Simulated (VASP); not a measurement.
# Si (P6/mmm) in VASP: notebook

Si is run at these levels: PBE; tasks: relaxation of cell and atoms.

All numbers are computed with VASP 6.6.1; they aren't measurements. Logs are shortened: lines on timing, memory, paths and dates and some standing lists are left out, and cuts for length are marked.

## 1. The cell of the first run

The structure is hexagonal, space group P6/mmm (No. 191). The conventional cell has a = 1.973 Å, b = 1.973 Å, c = 1.855 Å, α = 90.00°, β = 90.00°, γ = 120.00°. Si (site symmetry 6/mmm) has 8 Si at 1.85 to 1.97 Å within 2.5 Å.

This isn't the form of Si at room conditions, which is diamond.

## 2. Relaxation of cell and atoms, PBE, target pressure 460 GPa, at which the enthalpy is minimised

INCAR reads:

```
SYSTEM = Si
ALGO = Normal
EDIFF = 1E-7
EDIFFG = -0.005
ENCUT = 600
GGA = PE
IBRION = 2
ISIF = 3
ISMEAR = -1
LASPH = .True.
LCHARG = .False.
LREAL = .False.
LWAVE = .False.
NELM = 80
NSW = 60
PREC = Accurate
PSTRESS = 4600.0
SIGMA = 0.08
```

KPOINTS reads:

```
k-points
0
Gamma
  21 21 20
  0 0 0
```

POSCAR reads:

```
Si
1.0
    1.9732435990      0.0000000000      0.0000000000
   -0.9866217995      1.7088790846      0.0000000000
    0.0000000000      0.0000000000      1.8548489830
Si
1
Direct
    0.0000000000      0.0000000000      0.0000000000
```

Potentials or basis: VASP PAW PBE potentials, release 64 (Si).

Started as:

```bash
cat potpaw_PBE.64/Si/POTCAR > POTCAR
mpirun -np 1 vasp_std > vasp.out
```

OUTCAR:

```text
SYSTEM = Si
   EDIFF = 1E-7
   EDIFFG = -0.005
   ENCUT = 600
   GGA = PE
   IBRION = 2
   ISIF = 3
   ISMEAR = -1
   LASPH = .True.
   LREAL = .False.
   NELM = 80
   NSW = 60
   PREC = Accurate
   PSTRESS = 4600.0

 ion  position               nearest neighbor table
   1  0.000  0.000  0.000-

  LATTYP: Found a hexagonal cell.
 ALAT       =     1.9732435990
 C/A-ratio  =     0.9400000000

  Lattice vectors:

 A1 = (   1.9732435990,   0.0000000000,   0.0000000000)
 A2 = (  -0.9866217995,   1.7088790846,   0.0000000000)
 A3 = (   0.0000000000,   0.0000000000,   1.8548489830)

Analysis of symmetry for initial positions (statically):
=====================================================================
 Subroutine PRICEL returns:
 Original cell was already a primitive cell.

 Routine SETGRP: Setting up the symmetry group for a
 hexagonal supercell.

 Subroutine GETGRP returns: Found 24 space group operations
 (whereof 24 operations were pure point group operations)
 out of a pool of 24 trial point group operations.

The static configuration has the point symmetry D_6h.

Analysis of symmetry for dynamics (positions and initial velocities):
=====================================================================
 Subroutine PRICEL returns:
 Original cell was already a primitive cell.

 Routine SETGRP: Setting up the symmetry group for a
 hexagonal supercell.

 Subroutine GETGRP returns: Found 24 space group operations
 (whereof 24 operations were pure point group operations)
 out of a pool of 24 trial point group operations.

The dynamic configuration has the point symmetry D_6h.

 Subroutine INISYM returns: Found 24 space group operations
 (whereof 24 operations are pure point group operations),
 and found     1 'primitive' translations

----------------------------------------------------------------------------------------

                                     Primitive cell

  volume of cell :       6.2546

  direct lattice vectors                    reciprocal lattice vectors
     1.973243599  0.000000000  0.000000000     0.506779802  0.292589455  0.000000000
    -0.986621799  1.708879085  0.000000000     0.000000000  0.585178910  0.000000000
     0.000000000  0.000000000  1.854848983     0.000000000  0.000000000  0.539127449

  length of vectors
     1.973243599  1.973243599  1.854848983     0.585178910  0.585178910  0.539127449

  position of ions in fractional coordinates (direct lattice)
     0.000000000  0.000000000  0.000000000

  ion indices of the primitive-cell ions
   primitive index   ion index
                 1           1

----------------------------------------------------------------------------------------

 KPOINTS: k-points

Automatic generation of k-mesh.
 Grid dimensions read from file:
 generate k-points for:   21   21   20

 Generating k-lattice:

  Cartesian coordinates                     Fractional coordinates (reciprocal lattice)
     0.024132372  0.013932831  0.000000000     0.047619048  0.000000000  0.000000000
     0.000000000  0.027865662  0.000000000     0.000000000  0.047619048  0.000000000
     0.000000000  0.000000000  0.026956372     0.000000000  0.000000000  0.050000000

  Length of vectors
     0.027865662  0.027865662  0.026956372

  Shift w.r.t. Gamma in fractional coordinates (k-lattice)
     0.000000000  0.000000000  0.000000000

 Subroutine IBZKPT returns following result:
 ===========================================

 Found    528 irreducible k-points:

 Following reciprocal coordinates:
            Coordinates               Weight
  0.000000  0.000000  0.000000      1.000000
  0.047619 -0.000000  0.000000      6.000000
  0.095238 -0.000000  0.000000      6.000000
  0.142857 -0.000000  0.000000      6.000000
  0.190476 -0.000000  0.000000      6.000000
  0.238095 -0.000000  0.000000      6.000000
[... 16 lines left out ...]
  0.142857  0.095238  0.000000     12.000000
  0.190476  0.095238  0.000000     12.000000
 [... further k-points ...]
   k-points           NKPTS =    528   k-points in BZ     NKDIM =    528   number of bands    NBANDS=      6
   number of dos      NEDOS =    301   number of ions     NIONS =      1
   total plane-waves  NPLWV =   4096
   dimension x,y,z NGX =    16 NGY =   16 NGZ =   16
   dimension x,y,z NGXF=    32 NGYF=   32 NGZF=   32
   ions per type =               1
   NGX,Y,Z   is equivalent  to a cutoff of  13.48, 13.48, 14.34 a.u.
   NGXF,Y,Z  is equivalent  to a cutoff of  26.96, 26.96, 28.68 a.u.
 SYSTEM =  Si
   PREC   = accura    normal or accurate (medium, high low for compatibility)
   ISTART =      0    job   : 0-new  1-cont  2-samecut
   ICHARG =      2    charge: 1-file 2-atom 10-const
   ISPIN  =      1    spin polarized calculation?
   LNONCOLLINEAR =      F non collinear calculations
   LSORBIT =      F    spin-orbit coupling
   LASPH  =      T    aspherical Exc in radial PAW
   ENCUT  =  600.0 eV  44.10 Ry    6.64 a.u.   3.94  3.94  3.70*2*pi/ulx,y,z
   NELM   =     80;   NELMIN=  2; NELMDL= -5     # of ELM steps
   EDIFF  = 0.1E-06   stopping-criterion for ELM
   LREAL  =      F    real-space projection
   EDIFFG = -.5E-02   stopping-criterion for IOM
   NSW    =     60    number of steps for IOM
   IBRION =      2    ionic relax: 0-MD 1-quasi-New 2-CG
   NFREE  =      1    steps in history (QN), initial steepest desc. (CG)
   ISIF   =      3    stress and relaxation
   ISYM   =      2    0-nonsym 1-usesym 2-fastsym
   POTIM  = 0.5000    time-step for ionic-motion
   TEBEG  =    0.0;   TEEND  =   0.0 temperature during run
   PSTRESS= 4600.0 pullay stress
   NELECT =       4.0000    total number of electrons
   NUPDOWN=      -1.0000    fix difference up-down
   EMIN   =  10.00;   EMAX   =-10.00  energy-range for DOS
   EFERMI =   0.00;   METHOD = LEGACY
   ISMEAR =    -1;   SIGMA  =   0.08  broadening in eV -4-tet -1-fermi 0-gaus
   EFERMI_NEDOS =   21; number of points for ismear=-14 and -15
   IALGO  =     38    algorithm
   IMIX   =      4    mixing-type and parameters
     AMIX     =   0.40;   BMIX     =  1.00
     AMIX_MAG =   1.60;   BMIX_MAG =  1.00
  volume/ion in A,a.u.               =       6.25        42.21
  Fermi-wavevector in a.u.,A,eV,Ry     =   1.410462  2.665386 27.067460  1.989402
  Thomas-Fermi vector in A             =   2.532413
   LORBIT       =      0    0 simple, 1 ext, 2 COOP (PROOUT), +10 PAW based schemes
   GGA     = PE    functional components
   LHFCALC =     F    Hartree Fock is set to
   AEXX    =    0.0000 exact exchange contribution
   IVDW    =     0    specifies the selected vdW correction
   LEPSILON=     F    determine dielectric tensor
   LRPA    =     F    only Hartree local field effects (RPA)
 conjugate gradient relaxation of ions
 non-spin polarized calculation
  energy-cutoff  :      600.00
  volume of cell :        6.25
 maximum number of plane-waves:       218
 NGX is ok and might be reduce to    16
   NGX =  7   NGY =  7   NGZ =  7

--------------------------------------- Ionic step        1  -------------------------------------------

 number of electron       4.0000000 magnetization

 Free energy of the ion-electron system (eV)
  ---------------------------------------------------
  ext. energy  EPLUGINS =         0.00000000
  ---------------------------------------------------
  free energy    TOTEN  =         2.50491234 eV

  energy without entropy =        2.51175415  energy(sigma->0) =        2.50833324

------------------------ aborting loop because EDIFF is reached ----------------------------------------

  FORCE on cell =-STRESS in cart. coord.  units (eV):
  Direction    XX          YY          ZZ          XY          YZ          ZX
  --------------------------------------------------------------------------------------
  -------------------------------------------------------------------------------------
  Total       20.9405897     20.9405897     25.0668347      0.0000000      0.0000000      0.0000000
  in kB     5364.1250955   5364.1250956   6421.1007852      0.0000000      0.0000000      0.0000000
  external PRESSURE =    1116.4503254 kB  Pullay stress =    4600.0000000 kB
[... 90 lines left out ...]
  FREE ENERGIE OF THE ION-ELECTRON SYSTEM (eV)
  ---------------------------------------------------
  free  energy   TOTEN  =         0.4078104010 eV

  energy  without entropy=        0.4158652036  energy(sigma->0) =        0.41183780

  enthalpy is  TOTEN    =        20.3019444557 eV   P V=       19.8941340547

[... ionic steps 4 to 11 ...]

--------------------------------------- Ionic step       12  -------------------------------------------

 number of electron       4.0000000 magnetization

------------------------ aborting loop because EDIFF is reached ----------------------------------------

  FORCE on cell =-STRESS in cart. coord.  units (eV):
  Direction    XX          YY          ZZ          XY          YZ          ZX
  --------------------------------------------------------------------------------------
  -------------------------------------------------------------------------------------
  Total       19.2530627     19.2530627     19.2335753      0.0000000     -0.0000000      0.0000000
  in kB     4602.8142407   4602.8142409   4598.1554055      0.0000000     -0.0000000      0.0000000
  external PRESSURE =       1.2612957 kB  Pullay stress =    4600.0000000 kB
[... 59 lines left out ...]
  enthalpy is  TOTEN    =        20.2687643082 eV   P V=       19.2468527413

--------------------------------------- Ionic step       14  -------------------------------------------

 number of electron       4.0000000 magnetization

 Free energy of the ion-electron system (eV)
  ---------------------------------------------------
  ext. energy  EPLUGINS =         0.00000000
  ---------------------------------------------------
  free energy    TOTEN  =         1.02554151 eV

  energy without entropy =        1.03328138  energy(sigma->0) =        1.02941144

 E-fermi :  23.2486     XC(G=0): -14.5844

 val. band max:       23.2467705711   @ k =   0.1905   0.1905   0.1000
 cond. band min:      23.2578156534   @ k =   0.4762   0.0476   0.4000
 fundamental gap:      0.0110450823
 Fermi energy:        23.2486457397

 k-point     1 :       0.0000    0.0000    0.0000
  band No.  band energies     occupation
      1       0.5319      2.00000
      2      30.6405      0.00000
      3      37.0423      0.00000
      4      40.1727      0.00000
      5      40.1727      0.00000
      6      47.2244      0.00000

 k-point     2 :       0.0476   -0.0000    0.0000
  band No.  band energies     occupation
      1       0.6408      2.00000
      2      30.6302      0.00000
      3      37.1110      0.00000
      4      38.7104      0.00000
      5      39.8954      0.00000
      6      47.1166      0.00000
[... 190 lines left out ...]
 k-point    24 :       0.1905    0.0952    0.0000
  band No.  band energies     occupation
      1       3.5329      2.00000
      2      25.9327      0.00000
      3      29.4275      0.00000
      4      37.8936      0.00000
      5      38.9749      0.00000
      6      47.4408      0.00000

 [... further k-points ...]

------------------------ aborting loop because EDIFF is reached ----------------------------------------

  FORCE on cell =-STRESS in cart. coord.  units (eV):
  Direction    XX          YY          ZZ          XY          YZ          ZX
  --------------------------------------------------------------------------------------
  -------------------------------------------------------------------------------------
  Total       19.2429460     19.2429460     19.2426274      0.0000000     -0.0000000      0.0000000
  in kB     4599.9352943   4599.9352945   4599.8591169      0.0000000     -0.0000000      0.0000000
  external PRESSURE =      -0.0900981 kB  Pullay stress =    4600.0000000 kB
[... 16 lines left out ...]
  FREE ENERGIE OF THE ION-ELECTRON SYSTEM (eV)
  ---------------------------------------------------
  free  energy   TOTEN  =         1.0255415120 eV

  energy  without entropy=        1.0332813756  energy(sigma->0) =        1.02941144

  enthalpy is  TOTEN    =        20.2687582305 eV   P V=       19.2432167185

 reached required accuracy - stopping structural energy minimisation
```

Run time: 45 s. Hardware: 1 thread of AMD EPYC 9R45 (Zen 5), shared host; peak memory 0.1 GiB.

Results:

- Free energy: 1.0255 eV
- Relaxed volume: 6.70 Å³/atom
- Relaxed cell: a = 1.995 Å, b = 1.995 Å, c = 1.944 Å, α = 90.00°, β = 90.00°, γ = 120.00°
- Space group after relaxing (to 0.1 Å): P6/mmm (No. 191)
- Energy change on relaxing (the run minimises the enthalpy): -1479.4 meV/atom
- Ionic steps: 14
- Pressure after relaxing: 460.0 GPa
- Band gap on the k mesh: zero (bands 2 and 3 overlap by 11.54 eV)

The path:
| step | energy change (eV) | largest force (eV/Å) | pressure (GPa) | volume (Å³) |
| --- | --- | --- | --- | --- |
| 1 | 0.0000 | 0.0000 | 571.65 | 6.25 |
| 2 | -6.6958 | 0.0000 | 72.90 | 10.99 |
| 3 | -2.0971 | 0.0000 | 414.50 | 6.93 |
| 4 | -1.5929 | 0.0000 | 451.99 | 6.74 |
| 5 | -1.5591 | 0.0000 | 454.50 | 6.73 |
| 6 | -1.1169 | 0.0000 | 485.57 | 6.59 |
| 7 | -1.4620 | 0.0000 | 461.31 | 6.70 |
| 8 | -1.4600 | 0.0000 | 461.45 | 6.70 |
| 9 | -1.4579 | 0.0000 | 461.60 | 6.69 |
| 10 | -1.5730 | 0.0000 | 452.93 | 6.74 |
| 11 | -1.4771 | 0.0000 | 460.14 | 6.70 |
| 12 | -1.4774 | 0.0000 | 460.13 | 6.70 |
| 13 | -1.4830 | 0.0000 | 459.74 | 6.70 |
| 14 | -1.4794 | 0.0000 | 459.99 | 6.70 |

Final structure:
```cif
data_structure
_symmetry_space_group_name_H-M 'P 1'
_symmetry_Int_Tables_number 1
_cell_length_a 1.9955
_cell_length_b 1.9955
_cell_length_c 1.9436
_cell_angle_alpha 90.000
_cell_angle_beta 90.000
_cell_angle_gamma 120.000
_cell_volume 6.70
loop_
_atom_site_label
_atom_site_type_symbol
_atom_site_fract_x
_atom_site_fract_y
_atom_site_fract_z
_atom_site_occupancy
Si1 Si 0.00000 0.00000 0.00000 1
```

Levels at points of the mesh, in eV from the Fermi level:
```
           k point  band 1  band 2  band 3  band 4  band 5
(0.00, 0.00, 0.00)  -22.72    7.39   13.79   16.92   16.92
(0.00, 0.00, 0.50)  -13.94  -13.18   21.62   21.62   25.02
```

Caveat: the cell is relaxed towards a set pressure, so the run minimises the enthalpy, not the energy.

## 3. Relaxation of cell and atoms, PBE, target pressure 460 GPa, at which the enthalpy is minimised

This run uses another cell than the first one, of 6.70 Å³/atom.

INCAR reads:

```
SYSTEM = Si
ALGO = Normal
EDIFF = 1E-7
EDIFFG = -0.005
ENCUT = 600
GGA = PE
IBRION = 2
ISIF = 3
ISMEAR = -1
LASPH = .TRUE.
LCHARG = .FALSE.
LREAL = .FALSE.
LWAVE = .FALSE.
NELM = 100
NSW = 32
PREC = Accurate
PSTRESS = 4600.0
SIGMA = 0.08
```

KPOINTS reads:

```
k-points
0
G
  21 21 20
  0 0 0
```

POSCAR reads:

```
Si
1.0
    1.9963126776      0.0000000000      0.0000000000
   -0.9981563388      1.7288574927      0.0000000000
    0.0000000000      0.0000000000      1.9425909555
Si
1
Direct
    0.0000000000      0.0000000000      0.0000000000
```

Potentials or basis: VASP PAW PBE potentials, release 64 (Si).

Started as:

```bash
cat potpaw_PBE.64/Si/POTCAR > POTCAR
mpirun -np 1 vasp_std > vasp.out
```

Run time: 19 s. Hardware: 1 thread of AMD EPYC 9R45 (Zen 5), shared host; peak memory 0.1 GiB.

Results (log left out):

```yaml
Free_energy: 1.0260 eV
Relaxed_volume: 6.70 Å³/atom
Relaxed_cell: a = 1.995 Å, b = 1.995 Å, c = 1.944 Å, α = 90.00°, β = 90.00°, γ = 120.00°
Space_group_after_relaxing_to_0.1_Å: P6/mmm (No. 191)
Energy_change_on_relaxing_the_run_minimises_the_enthalpy: +6.7 meV/atom
Ionic_steps: 5
Pressure_after_relaxing: 460.0 GPa
Band_gap_on_the_k_mesh: zero (bands 2 and 3 overlap by 11.54 eV)
```

Step by step:
| step | energy change (eV) | largest force (eV/Å) | pressure (GPa) | volume (Å³) |
| --- | --- | --- | --- | --- |
| 1 | 0.0000 | 0.0000 | 459.57 | 6.70 |
| 2 | 0.0501 | 0.0000 | 463.14 | 6.69 |
| 3 | 0.0101 | 0.0000 | 460.29 | 6.70 |
| 4 | -0.0138 | 0.0000 | 458.48 | 6.71 |
| 5 | 0.0067 | 0.0000 | 460.03 | 6.70 |

Final structure:
```
Si
1.0
     1.99547    0.00000    0.00000
    -0.99774    1.72813    0.00000
     0.00000    0.00000    1.94355
Si
1
Direct
  0.00000 0.00000 0.00000
```

Levels at points of the mesh, in eV from the Fermi level:
```csv
k point,band 1,band 2,band 3,band 4,band 5
"(0.00, 0.00, 0.00)",-22.72,7.39,13.79,16.92,16.92
"(0.00, 0.00, 0.50)",-13.94,-13.18,21.62,21.62,25.02
```

Caveat: the cell is relaxed towards a set pressure, so the run minimises the enthalpy, not the energy.
